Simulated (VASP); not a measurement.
Wanted: the native input for a VASP 6.6.1 run.

```yaml
Task: relaxation of cell and atoms
Functional: PBE
Potentials_or_basis: VASP PAW PBE potentials, release 64 (Sn_d, Te)
Cutoff: 500 eV
k_mesh: 6 × 6 × 6
Occupations: fermi-dirac, width 0.02 eV
Spin: no spin polarisation
Dipole_correction: no
Further_INCAR_settings: ALGO = Normal; EDIFF = 1e-07; IBRION = 2; EDIFFG = -0.005; NSW = 80; ISIF = 3
```

The structure of SnTe lies in POSCAR:

```
SnTe
1.0
    0.0000000000      3.1839712645      3.1839712645
    3.1839712645      0.0000000000      3.1839712645
    3.1839712645      3.1839712645      0.0000000000
Sn Te
1 1
Direct
    0.0000000000      0.0000000000      0.0000000000
    0.2500000000      0.2500000000      0.2500000000
```

The input as run:

INCAR

```
PREC = Accurate ; ENCUT = 500
EDIFF = 1E-7 ; ISMEAR = -1
SIGMA = 0.02 ; LREAL = False
LASPH = True ; NELM = 120
ALGO = Normal ; ISIF = 3
LWAVE = False ; LCHARG = False
GGA = PE ; IBRION = 2
NSW = 80 ; EDIFFG = -0.005
GGA_COMPAT = False ; NELMIN = 4
```

KPOINTS

```
regular mesh
0
Gamma
  6 6 6
```

Potentials or basis: VASP PAW PBE potentials, release 64 (Sn_d, Te).

Command:

```sh
$ cat potpaw_PBE.64/Sn_d/POTCAR potpaw_PBE.64/Te/POTCAR > POTCAR
$ mpirun -np 1 vasp_std > vasp.out
```

It gave:

```yaml
Relaxed_volume: 46.95 Å³/atom
Relaxed_cell: a = 5.102 Å, b = 5.102 Å, c = 5.102 Å, α = 60.00°, β = 60.00°, γ = 60.00°
Space_group_after_relaxing_to_0.05_Å: F-43m (No. 216)
Energy_gained_by_relaxing: 629.9 meV/atom
Ionic_steps: 5
Pressure_after_relaxing: 0.0 GPa
Band_gap_on_the_k_mesh: 0.27 eV, indirect (least direct gap 0.79 eV)
```

Caveat: the volume moved by over 15 % at a fixed basis, so the end points are rough; spin-orbit coupling is left out, which moves the levels of the heavy elements.

Wall time 50 s on 1 thread of AMD EPYC 9R45 96-Core Processor (Zen 5), on a shared host, peak memory 0.18 GiB.
